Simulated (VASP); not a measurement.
A run of VASP 6.6.1:

File POSCAR:

```
Ta3Br
1.0
    4.1971695436      0.0000000000      0.0000000000
    0.0000000000      4.1971695436      0.0000000000
    0.0000000000      0.0000000000      4.1971695436
Ta Br
3 1
Direct
    0.0000000000      0.5000000000      0.5000000000
    0.5000000000      0.0000000000      0.5000000000
    0.5000000000      0.5000000000      0.0000000000
    0.0000000000      0.0000000000      0.0000000000
```

INCAR.step1

```
SYSTEM = Ta3Br
PREC = Accurate
ENCUT = 520
ISMEAR = 0
SIGMA = 0.1
LREAL = .FALSE.
LASPH = .TRUE.
NELM = 100
NBANDS = 28
GGA = PE
ALGO = Normal
EDIFF = 1E-4
LWAVE = .TRUE.
LCHARG = .FALSE.
```

File INCAR.step2:

```
SYSTEM = Ta3Br
PREC = Accurate
ENCUT = 520
EDIFF = 1E-6
ISMEAR = 0
SIGMA = 0.1
LREAL = .FALSE.
LASPH = .TRUE.
NELM = 100
ALGO = Normal
ISIF = 2
LWAVE = .FALSE.
LCHARG = .TRUE.
METAGGA = R2SCAN
LMIXTAU = .TRUE.
LELF = .TRUE.
LVHAR = .TRUE.
NBANDS = 28
ISTART = 1
```

KPOINTS

```
Automatic mesh
0
G
  12 12 12
  0 0 0
```

Potentials or basis: VASP PAW PBE potentials, release 64 (Ta_pv, Br).

Launch:

```console
$ cat potpaw_PBE.64/Ta_pv/POTCAR potpaw_PBE.64/Br/POTCAR > POTCAR
$ cp INCAR.step1 INCAR
$ mpirun -np 1 vasp_std > vasp.out
$ cp INCAR.step2 INCAR
$ mpirun -np 1 vasp_std > vasp.out
```

Hardware: 1 thread of Intel(R) Xeon(R) 6975P-C (Granite Rapids), with other jobs on the host.

Task: How long does it take, and how much memory?

Result: Wall time 3.2 min on 1 thread of Intel(R) Xeon(R) 6975P-C (Granite Rapids), on a shared host, peak memory 0.28 GiB. Counts: k points 84.
